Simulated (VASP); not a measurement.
# Te2Mo in VASP: single point with LDA

Aim: the single point of Te2Mo with LDA.

All numbers are computed with VASP 6.6.1; they aren't measurements. Logs are shortened: lines on timing, memory, paths and dates and some standing lists are left out, and cuts for length are marked.

**1. The cell of the first run**

The cell holds a slab with vacuum, 6 atoms: a = 3.560 Å, b = 3.560 Å, c = 24.811 Å, α = 90.00°, β = 90.00°, γ = 120.00°.

**2. Single point, LDA**

Contents of INCAR:

```
ALGO = Normal
EDIFF = 1E-6
ENCUT = 500
GGA = CA
GGA_COMPAT = False
ISIF = 2
ISMEAR = -1
LASPH = True
LCHARG = False
LREAL = False
LWAVE = False
NBANDS = 35
NELM = 120
PREC = Accurate
SIGMA = 0.15
```

Contents of KPOINTS:

```
k-points
0
Gamma
  7 7 1
```

Contents of POSCAR:

```
Te2Mo
1.0
    3.5603920000      0.0000000000      0.0000000000
   -1.7801960000      3.0833900000      0.0000000000
    0.0000000000      0.0000000000     24.8112620000
Te Mo
4 2
Direct
    0.3333333333      0.6666666667      0.0793710000
    0.6666666667      0.3333333333      0.7763610000
    0.6666666667      0.3333333333      0.9206290000
    0.3333333333      0.6666666667      0.2236390000
    0.3333333333      0.6666666667      0.8484590000
    0.6666666667      0.3333333333      0.1515410000
```

Potentials or basis: VASP PAW LDA potentials, release 64 (Te, Mo_sv).

On the command line:

```sh
$ cat potpaw_LDA.64/Te/POTCAR potpaw_LDA.64/Mo_sv/POTCAR > POTCAR
$ mpirun -np 1 vasp_std > vasp.out
```

OUTCAR:

```text
EDIFF = 1E-6
   ENCUT = 500
   GGA = CA
   ISIF = 2
   ISMEAR = -1
   LASPH = True
   LREAL = False
   NELM = 120
   PREC = Accurate

 ion  position               nearest neighbor table
   1  0.333  0.667  0.079-   6 2.73   6 2.73   6 2.73   4 3.58
   2  0.667  0.333  0.776-   5 2.72   5 2.72   5 2.72   3 3.58
   3  0.667  0.333  0.921-   5 2.73   5 2.73   5 2.73   2 3.58
   4  0.333  0.667  0.224-   6 2.72   6 2.72   6 2.72   1 3.58
   5  0.333  0.667  0.848-   2 2.72   2 2.72   2 2.72   3 2.73   3 2.73   3 2.73
   6  0.667  0.333  0.152-   4 2.72   4 2.72   4 2.72   1 2.73   1 2.73   1 2.73

  LATTYP: Found a hexagonal cell.
 ALAT       =     3.5603920000
 C/A-ratio  =     6.9686882793

  Lattice vectors:

 A1 = (   3.5603920000,   0.0000000000,   0.0000000000)
 A2 = (  -1.7801960000,   3.0833900000,   0.0000000000)
 A3 = (   0.0000000000,   0.0000000000,  24.8112620000)

Analysis of symmetry for initial positions (statically):
=====================================================================
 Subroutine PRICEL returns:
 Original cell was already a primitive cell.

 Routine SETGRP: Setting up the symmetry group for a
 hexagonal supercell.

 Subroutine GETGRP returns: Found 12 space group operations
 (whereof 12 operations were pure point group operations)
 out of a pool of 24 trial point group operations.

The static configuration has the point symmetry D_3d.

Analysis of symmetry for dynamics (positions and initial velocities):
=====================================================================
 Subroutine PRICEL returns:
 Original cell was already a primitive cell.

 Routine SETGRP: Setting up the symmetry group for a
 hexagonal supercell.

 Subroutine GETGRP returns: Found 12 space group operations
 (whereof 12 operations were pure point group operations)
 out of a pool of 24 trial point group operations.

The dynamic configuration has the point symmetry D_3d.

 Subroutine INISYM returns: Found 12 space group operations
 (whereof 12 operations are pure point group operations),
 and found     1 'primitive' translations

----------------------------------------------------------------------------------------

                                     Primitive cell

  volume of cell :     272.3799

  direct lattice vectors                    reciprocal lattice vectors
     3.560392000  0.000000000  0.000000000     0.280867949  0.162159182  0.000000000
    -1.780196000  3.083390000  0.000000000     0.000000000  0.324318364  0.000000000
     0.000000000  0.000000000 24.811262000     0.000000000  0.000000000  0.040304278

  length of vectors
     3.560392000  3.560392070 24.811262000     0.324318370  0.324318364  0.040304278

  position of ions in fractional coordinates (direct lattice)
     0.333333333  0.666666667  0.079371000
     0.666666667  0.333333333  0.776361000
     0.666666667  0.333333333  0.920629000
     0.333333333  0.666666667  0.223639000
     0.333333333  0.666666667  0.848459000
     0.666666667  0.333333333  0.151541000

  ion indices of the primitive-cell ions
   primitive index   ion index
                 1           1
                 2           2
                 3           3
                 4           4
                 5           5
                 6           6

----------------------------------------------------------------------------------------

 KPOINTS: k-points

Automatic generation of k-mesh.
 Grid dimensions read from file:
 generate k-points for:    7    7    1

 Generating k-lattice:

  Cartesian coordinates                     Fractional coordinates (reciprocal lattice)
     0.040123993  0.023165597  0.000000000     0.142857143 -0.000000000  0.000000000
     0.000000000  0.046331195  0.000000000     0.000000000  0.142857143  0.000000000
     0.000000000  0.000000000  0.040304278     0.000000000  0.000000000  1.000000000

  Length of vectors
     0.046331196  0.046331195  0.040304278

  Shift w.r.t. Gamma in fractional coordinates (k-lattice)
     0.000000000  0.000000000  0.000000000

 Subroutine IBZKPT returns following result:
 ===========================================

 Found      8 irreducible k-points:

 Following reciprocal coordinates:
            Coordinates               Weight
  0.000000  0.000000  0.000000      1.000000
  0.142857  0.000000  0.000000      6.000000
  0.285714  0.000000  0.000000      6.000000
  0.428571  0.000000  0.000000      6.000000
  0.142857  0.142857  0.000000      6.000000
  0.285714  0.142857  0.000000     12.000000
  0.428571  0.142857  0.000000      6.000000
  0.285714  0.285714  0.000000      6.000000
   k-points           NKPTS =      8   k-points in BZ     NKDIM =      8   number of bands    NBANDS=     35
   number of dos      NEDOS =    301   number of ions     NIONS =      6
   total plane-waves  NPLWV = 150528
   dimension x,y,z NGX =    28 NGY =   28 NGZ =  192
   dimension x,y,z NGXF=    56 NGYF=   56 NGZF=  384
   ions per type =               4   2
   NGX,Y,Z   is equivalent  to a cutoff of  13.07, 13.07, 12.86 a.u.
   NGXF,Y,Z  is equivalent  to a cutoff of  26.15, 26.15, 25.73 a.u.
 SYSTEM =  unknown system
   PREC   = accura    normal or accurate (medium, high low for compatibility)
   ISTART =      0    job   : 0-new  1-cont  2-samecut
   ICHARG =      2    charge: 1-file 2-atom 10-const
   ISPIN  =      1    spin polarized calculation?
   LNONCOLLINEAR =      F non collinear calculations
   LSORBIT =      F    spin-orbit coupling
   LASPH  =      T    aspherical Exc in radial PAW
   ENCUT  =  500.0 eV  36.75 Ry    6.06 a.u.   6.49  6.49 45.24*2*pi/ulx,y,z
   NELM   =    120;   NELMIN=  2; NELMDL= -5     # of ELM steps
   EDIFF  = 0.1E-05   stopping-criterion for ELM
   LREAL  =      F    real-space projection
   EDIFFG = 0.1E-04   stopping-criterion for IOM
   NSW    =      0    number of steps for IOM
   IBRION =     -1    ionic relax: 0-MD 1-quasi-New 2-CG
   NFREE  =      0    steps in history (QN), initial steepest desc. (CG)
   ISIF   =      2    stress and relaxation
   ISYM   =      2    0-nonsym 1-usesym 2-fastsym
   POTIM  = 0.5000    time-step for ionic-motion
   TEBEG  =    0.0;   TEEND  =   0.0 temperature during run
   PSTRESS=    0.0 pullay stress
   NELECT =      52.0000    total number of electrons
   NUPDOWN=      -1.0000    fix difference up-down
   EMIN   =  10.00;   EMAX   =-10.00  energy-range for DOS
   EFERMI =   0.00;   METHOD = LEGACY
   ISMEAR =    -1;   SIGMA  =   0.15  broadening in eV -4-tet -1-fermi 0-gaus
   EFERMI_NEDOS =   21; number of points for ismear=-14 and -15
   IALGO  =     38    algorithm
   IMIX   =      4    mixing-type and parameters
     AMIX     =   0.40;   BMIX     =  1.00
     AMIX_MAG =   1.60;   BMIX_MAG =  1.00
  volume/ion in A,a.u.               =      45.40       306.35
  Fermi-wavevector in a.u.,A,eV,Ry     =   0.942651  1.781352 12.090012  0.888591
  Thomas-Fermi vector in A             =   2.070281
   LORBIT       =      0    0 simple, 1 ext, 2 COOP (PROOUT), +10 PAW based schemes
   GGA     = CA    functional components
   LHFCALC =     F    Hartree Fock is set to
   AEXX    =    0.0000 exact exchange contribution
   IVDW    =     0    specifies the selected vdW correction
   LEPSILON=     F    determine dielectric tensor
   LRPA    =     F    only Hartree local field effects (RPA)
 non-spin polarized calculation
  energy-cutoff  :      500.00
  volume of cell :      272.38
 maximum number of plane-waves:      7003
 NGX is ok and might be reduce to    28
   NGX = 13   NGY = 13   NGZ = 91

 number of electron      52.0000000 magnetization

 Free energy of the ion-electron system (eV)
  ---------------------------------------------------
  ext. energy  EPLUGINS =         0.00000000
  ---------------------------------------------------
  free energy    TOTEN  =       -40.93799464 eV

  energy without entropy =      -40.90968204  energy(sigma->0) =      -40.92383834

 E-fermi :   2.4810     XC(G=0):  -6.4656

 val. band max:        1.8741216927   @ k =   0.0000   0.0000   0.0000
 cond. band min:       3.1527565454   @ k =   0.2857   0.2857   0.0000
 fundamental gap:      1.2786348526
 Fermi energy:         2.4809647435

 k-point     1 :       0.0000    0.0000    0.0000
  band No.  band energies     occupation
      1     -58.3538      2.00000
      2     -58.3538      2.00000
      3     -32.6884      2.00000
      4     -32.6884      2.00000
      5     -32.5837      2.00000
      6     -32.5837      2.00000
[... 27 lines left out ...]
     34       5.3258      0.00000
     35       6.4209      0.00000

 k-point     2 :       0.1429    0.0000    0.0000
  band No.  band energies     occupation
      1     -58.3522      2.00000
      2     -58.3522      2.00000
      3     -32.6834      2.00000
      4     -32.6834      2.00000
      5     -32.6059      2.00000
      6     -32.6059      2.00000
[... 27 lines left out ...]
     34       5.2591      0.00000
     35       6.8062      0.00000

 k-point     3 :       0.2857    0.0000    0.0000
  band No.  band energies     occupation
      1     -58.3486      2.00000
      2     -58.3486      2.00000
      3     -32.6723      2.00000
      4     -32.6723      2.00000
      5     -32.6555      2.00000
      6     -32.6555      2.00000
[... 27 lines left out ...]
     34       5.5831      0.00000
     35       7.5207      0.00000

 k-point     4 :       0.4286    0.0000    0.0000
  band No.  band energies     occupation
      1     -58.3457      2.00000
      2     -58.3457      2.00000
      3     -32.6949      2.00000
      4     -32.6949      2.00000
      5     -32.6634      2.00000
      6     -32.6634      2.00000
[... 27 lines left out ...]
     34       5.7183      0.00000
     35       6.1551      0.00000

 k-point     5 :       0.1429    0.1429    0.0000
  band No.  band energies     occupation
      1     -58.3496      2.00000
      2     -58.3496      2.00000
      3     -32.6754      2.00000
      4     -32.6754      2.00000
      5     -32.6387      2.00000
      6     -32.6387      2.00000
[... 27 lines left out ...]
     34       5.4994      0.00000
     35       7.3946      0.00000

 k-point     6 :       0.2857    0.1429    0.0000
  band No.  band energies     occupation
      1     -58.3463      2.00000
      2     -58.3463      2.00000
      3     -32.6769      2.00000
      4     -32.6769      2.00000
      5     -32.6654      2.00000
      6     -32.6654      2.00000
[... 27 lines left out ...]
     34       5.6786      0.00000
     35       7.3498      0.00000

 k-point     7 :       0.4286    0.1429    0.0000
  band No.  band energies     occupation
      1     -58.3449      2.00000
      2     -58.3449      2.00000
      3     -32.6936      2.00000
      4     -32.6936      2.00000
      5     -32.6609      2.00000
      6     -32.6609      2.00000
[... 27 lines left out ...]
     34       5.6995      0.00000
     35       6.2957      0.00000

 k-point     8 :       0.2857    0.2857    0.0000
  band No.  band energies     occupation
      1     -58.3445      2.00000
      2     -58.3445      2.00000
      3     -32.6791      2.00000
      4     -32.6791      2.00000
      5     -32.6598      2.00000
      6     -32.6598      2.00000
[... 27 lines left out ...]
     34       5.9551      0.00000
     35       6.9935      0.00000

------------------------ aborting loop because EDIFF is reached ----------------------------------------

  FORCE on cell =-STRESS in cart. coord.  units (eV):
  Direction    XX          YY          ZZ          XY          YZ          ZX
  --------------------------------------------------------------------------------------
  -------------------------------------------------------------------------------------
  Total       -4.6644389     -4.6644391     -3.0513443      0.0000000      0.0000000      0.0000000
  in kB      -27.4368886    -27.4368900    -17.9484380      0.0000000      0.0000000      0.0000000
  external PRESSURE =     -24.2740722 kB  Pullay stress =       0.0000000 kB

 VOLUME and BASIS-vectors are now :
 -----------------------------------------------------------------------------
  energy-cutoff  :      500.00
  volume of cell :      272.38
      direct lattice vectors                 reciprocal lattice vectors
     3.560392000  0.000000000  0.000000000     0.280867949  0.162159182  0.000000000
    -1.780196000  3.083390000  0.000000000     0.000000000  0.324318364  0.000000000
     0.000000000  0.000000000 24.811262000     0.000000000  0.000000000  0.040304278

 POSITION                                       TOTAL-FORCE (eV/Angst)
 -----------------------------------------------------------------------------------
     -0.00000      2.05559      1.96929         0.000000      0.000000      0.253259
      1.78020      1.02780     19.26250        -0.000000      0.000000      0.356847
      1.78020      1.02780     22.84197         0.000000     -0.000000     -0.253259
     -0.00000      2.05559      5.54877         0.000000     -0.000000     -0.356847
     -0.00000      2.05559     21.05134        -0.000000      0.000000      0.008622
      1.78020      1.02780      3.75992         0.000000      0.000000     -0.008622
 -----------------------------------------------------------------------------------
    total drift:                               -0.000000      0.000000      0.000000

  FREE ENERGIE OF THE ION-ELECTRON SYSTEM (eV)
  ---------------------------------------------------
  free  energy   TOTEN  =       -40.9379946380 eV

  energy  without entropy=      -40.9096820436  energy(sigma->0) =      -40.92383834
```

Run time: 1.9 min. Hardware: 1 thread of Intel Xeon Platinum 8259CL at 2.50GHz (Skylake/Cascade Lake), shared host; peak memory 0.32 GiB.

Results:

| Property | Result |
| --- | --- |
| Free energy | -40.9380 eV |
| Largest force | 0.357 eV/Å |
| Band gap on the k mesh | 1.28 eV (least direct gap 1.33 eV) |

Forces on the atoms (eV/Å):
```
Te   0.000  0.000  0.253
Te   0.000  0.000  0.357
Te   0.000  0.000 -0.253
Te   0.000  0.000 -0.357
Mo   0.000  0.000  0.009
Mo   0.000  0.000 -0.009
```

Caveat: there is no dipole correction, which matters where the two faces differ; spin-orbit coupling is left out, which moves the levels of the heavy elements.
